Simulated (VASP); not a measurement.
Yb:

```
Yb
1.0
     0.00000    2.77920    2.77920
     2.77920    0.00000    2.77920
     2.77920    2.77920    0.00000
Yb
1
Direct
  0.00000 0.00000 0.00000
```

Base run:

| Item | Value |
| --- | --- |
| Program | VASP 6.6.1 |
| Functional | PBE |
| Potentials or basis | VASP PAW PBE potentials, release 64 (Yb) |
| Cutoff | 520 eV |
| k mesh | 12 × 12 × 12 |
| Occupations | fermi-dirac, width 0.05 eV |
| Spin | no spin polarisation |

Its results: band gap on the k mesh zero (bands 12 and 13 overlap by 0.10 eV); pressure -2.1 GPa.

Problem. The run is repeated on the same cell with these changes: further incar settings from ALGO = Normal; EDIFF = 1e-06; NBANDS = 18 to ALGO = Normal; EDIFF = 1e-08; NBANDS = 18. What comes out?

Solution. Band gap on the k mesh zero (bands 12 and 13 overlap by 0.10 eV); pressure -2.8 GPa.

Caveats: spin-orbit coupling is left out, which moves the levels of the heavy elements.
